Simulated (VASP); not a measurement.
A run of VASP 6.6.1 is set up as follows.

INCAR

```
SYSTEM = SiNi2
ALGO = Fast
EDIFF = 1E-6
EDIFFG = -0.005
ENCUT = 600
GGA = PS
IBRION = 2
ISIF = 3
ISMEAR = 0
LASPH = .TRUE.
LCHARG = .FALSE.
LREAL = .FALSE.
LWAVE = .FALSE.
NELM = 80
NSW = 100
PREC = Accurate
SIGMA = 0.1
```

KPOINTS

```
k-points
0
G
  12 12 8
  0 0 0
```

Contents of POSCAR:

```
SiNi2
1.0
    3.8359985066      0.0000000000      0.0000000000
   -1.9179992533      3.3220721556      0.0000000000
    0.0000000000      0.0000000000      4.9480000000
Si Ni
2 4
Direct
    0.3333333333      0.6666666667      0.7500000000
    0.6666666667      0.3333333333      0.2500000000
    0.0000000000      0.0000000000      0.0000000000
    0.0000000000      0.0000000000      0.5000000000
    0.3333333333      0.6666666667      0.2500000000
    0.6666666667      0.3333333333      0.7500000000
```

Potentials or basis: VASP PAW PBE potentials, release 64 (Si, Ni).

Command:

```bash
$ cat potpaw_PBE.64/Si/POTCAR potpaw_PBE.64/Ni/POTCAR > POTCAR
$ mpirun -np 1 vasp_std > vasp.out
```

What does it give for the relaxed cell?

a = 3.870 Å, b = 3.870 Å, c = 4.915 Å, α = 90.00°, β = 90.00°, γ = 120.00°.

Predict the space group after relaxing (to 0.05 Å).

P6_3/mmc (No. 194).

Step by step:
```
step  energy change (eV)  largest force (eV/Å)  pressure (GPa)  volume (Å³)
   1              0.0000                0.0000            3.03        63.05
   2             -0.0027                0.0000           -3.83        64.88
   3             -0.0137                0.0000           -0.74        64.01
   4             -0.0163                0.0000           -0.10        63.78
   5             -0.0163                0.0000           -0.02        63.76
```

Caveat: the PAW data sets were made with another functional, which shifts forces and pressure a little. Zero-point motion and thermal expansion aren't in these numbers.
